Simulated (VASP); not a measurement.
CuI:

```
Cu I
1.0
     3.43192   -3.51949    0.00000
     3.43192    3.51949    0.00000
     0.00000    0.00000    4.23341
Cu I
2 2
Direct
  0.41500 0.58500 0.75000
  0.58500 0.41500 0.25000
  0.78503 0.21497 0.75000
  0.21497 0.78503 0.25000
```

This cell differs from its parent crystal: strain -2.0%.

Base run:

```yaml
Program: VASP 6.6.1
Functional: r2SCAN
Potentials_or_basis: VASP PAW PBE potentials, release 64 (Cu, I)
Cutoff: 520 eV
k_mesh: 6 × 6 × 6
Occupations: gaussian, width 0.01 eV
Spin: no spin polarisation
```

Its results: band gap on the k mesh 1.29 eV; pressure 3.2 GPa; largest force 0.026 eV/Å.

Task: The run is repeated on the same cell with these changes: functional from r2SCAN to PBE; occupations from gaussian, width 0.01 eV to fermi-dirac, width 0.02 eV. What comes out?

Result: Band gap on the k mesh 0.88 eV; pressure 4.4 GPa; largest force 0.192 eV/Å.

Caveats: the cell stands under pressure; spin-orbit coupling is left out, which moves the levels of the heavy elements; the PAW data sets were made with another functional, which shifts forces and pressure a little (at least some runs).

A k mesh can miss the band edges.
